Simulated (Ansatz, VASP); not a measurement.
**OsBr: VASP beside Ansatz**

```xyz
4
Lattice="3.4797 0.0000 0.0000 0.0000 3.0548 0.0000 0.0000 0.0000 9.4470" Properties=species:S:1:pos:R:3 pbc="T T T"
Os    2.6098    0.0000    5.4850
Os    0.8699    0.0000    3.9621
Br    2.6098    1.5274    2.1354
Br    0.8699    1.5274    7.3117
```

Alike in both runs: functional PBE; k mesh 14 × 16 × 6; occupations gaussian, width 0.1 eV; no spin polarisation.

Ansatz relaxed the structure, and its values are those at the end. VASP's run is a single point on that final structure, the one shown.

|  | VASP | Ansatz |
| --- | --- | --- |
| version | VASP 6.6.1 | Ansatz 0.2.0 |
| potentials or method | VASP PAW PBE potentials, release 64 (Os, Br), cutoff 520 eV | scalar-relativistic, plane waves, PAW |
| valence electrons in the cell | 30 | 46 |

Ansatz gave:

- gap on the k mesh at the Fermi level (eV): none
- pressure (GPa): 0.0
- rms of the force components (eV/Å): 0.001

Task: What did VASP give for the same quantities?

Result: gap on the k mesh at the Fermi level (eV): none; pressure (GPa): -0.5; rms of the force components (eV/Å): 0.093.

A gap of «none» marks a metal or a gap that the smearing closes. VASP's potentials hold 30 valence electrons a cell and Ansatz's 46, so a difference there can come from the potentials and not from the codes.

Neither program's run includes spin-orbit coupling.
